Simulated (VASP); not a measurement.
Here is a VASP 6.6.1 calculation.

INCAR

```
PREC = Accurate
ENCUT = 500
EDIFF = 1E-7
ISMEAR = 0
SIGMA = 0.1
LREAL = F
LASPH = T
NELM = 120
ALGO = Normal
ISIF = 3
LWAVE = F
LCHARG = F
IBRION = 2
NSW = 60
EDIFFG = -0.01
GGA_COMPAT = F
NELMIN = 4
```

Contents of KPOINTS:

```
Automatic mesh
0
Gamma
  10 10 10
```

File POSCAR:

```
Ir
1.0
    0.0000000000      1.9156000000      1.9156000000
    1.9156000000      0.0000000000      1.9156000000
    1.9156000000      1.9156000000      0.0000000000
Ir
1
Direct
    0.0000000000      0.0000000000      0.0000000000
```

Potentials or basis: VASP PAW LDA potentials, release 64 (Ir).

Run with:

```bash
$ cat potpaw_LDA.64/Ir/POTCAR > POTCAR
$ mpirun -np 1 vasp_std > vasp.out
```

(1) What does it give for the relaxed volume?

(2) Estimate the space group after relaxing (to 0.05 Å).

## Answers

(1) 13.93 Å³/atom.

(2) Fm-3m (No. 225).
